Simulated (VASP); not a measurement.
A run of VASP 6.6.1 is set up as follows.

INCAR

```
SYSTEM = KCl
ALGO = Normal
EDIFF = 1E-8
ENCUT = 400
GGA = CA
GGA_COMPAT = .False.
ISIF = 2
ISMEAR = 0
LASPH = .True.
LCHARG = .False.
LEPSILON = .True.
LREAL = .False.
LWAVE = .False.
NELM = 120
PREC = Accurate
SIGMA = 0.01
```

File KPOINTS:

```
k-points
0
Gamma
  7 7 7
  0 0 0
```

Contents of POSCAR:

```
KCl
1.0
    0.0000000000      3.1464700000      3.1464700000
    3.1464700000      0.0000000000      3.1464700000
    3.1464700000      3.1464700000      0.0000000000
K Cl
1 1
Direct
    0.0000000000      0.0000000000      0.0000000000
    0.5000000000      0.5000000000      0.5000000000
```

Potentials or basis: VASP PAW LDA potentials, release 64 (K_sv, Cl).

Command:

```bash
$ cat potpaw_LDA.64/K_sv/POTCAR potpaw_LDA.64/Cl/POTCAR > POTCAR
$ mpirun -np 1 vasp_std > vasp.out
```

**Question.** Predict the electronic dielectric tensor (diagonal).

**Answer.** 2.40.

**Question.** Estimate the Born charges (mean of the diagonal).

**Answer.** K +1.12; Cl -1.12 e.

**Question.** Predict the band gap on the k mesh.

**Answer.** 4.75 eV.

Born effective charge tensors (e):
atom 1, K
```
1.12 0.00 0.00
0.00 1.12 0.00
0.00 0.00 1.12
```
atom 2, Cl
```
-1.12  0.00  0.00
 0.00 -1.12  0.00
 0.00  0.00 -1.12
```

Caveat: an odd mesh through Γ misses points on the zone boundary, where band edges can lie.
